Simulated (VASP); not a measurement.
The system is WC2.

```xyz
3
Lattice="3.3724 0.0000 0.0000 -1.6862 2.9206 0.0000 0.0000 0.0000 2.7437" Properties=species:S:1:pos:R:3 pbc="T T T"
W     0.0000    0.0000    0.0000
C     0.0000    1.9470    1.3719
C     1.6862    0.9735    1.3719
```

```yaml
Program: VASP 6.6.1
Task: relaxation of cell and atoms
Functional: PBE
Potentials_or_basis: VASP PAW PBE potentials, release 64 (W_sv, C)
Cutoff: 600 eV
k_mesh: 15 × 15 × 16
Occupations: gaussian, width 0.1 eV
Spin: no spin polarisation
```

At the start: pressure 1.0 GPa; volume 9.01 Å³/atom.

**Question.** How do energy, volume and symmetry change on relaxing?

**Answer.** Over 7 steps the energy falls by 4.5 meV/atom; space group P6/mmm (No. 191, to 0.1 Å) before and after.

Step by step:
| step | energy change (eV) | largest force (eV/Å) | pressure (GPa) | volume (Å³) |
| --- | --- | --- | --- | --- |
| 1 | 0.0000 | 0.0000 | 1.01 | 27.02 |
| 2 | -0.0111 | 0.0000 | -2.15 | 27.24 |
| 3 | -0.0111 | 0.0000 | -2.35 | 27.26 |
| 4 | -0.0121 | 0.0000 | 2.12 | 26.80 |
| 5 | -0.0135 | 0.0000 | 0.16 | 27.00 |
| 6 | -0.0135 | 0.0000 | 0.11 | 27.00 |
| 7 | -0.0135 | 0.0000 | -0.02 | 27.01 |

Final structure:
```
CELL_PARAMETERS angstrom
3.33617 0.00000 0.00000
-1.66809 2.88921 0.00000
0.00000 0.00000 2.80233
ATOMIC_POSITIONS crystal
W 0.00000 0.00000 0.00000
C 0.33333 0.66667 0.50000
C 0.66667 0.33333 0.50000
```
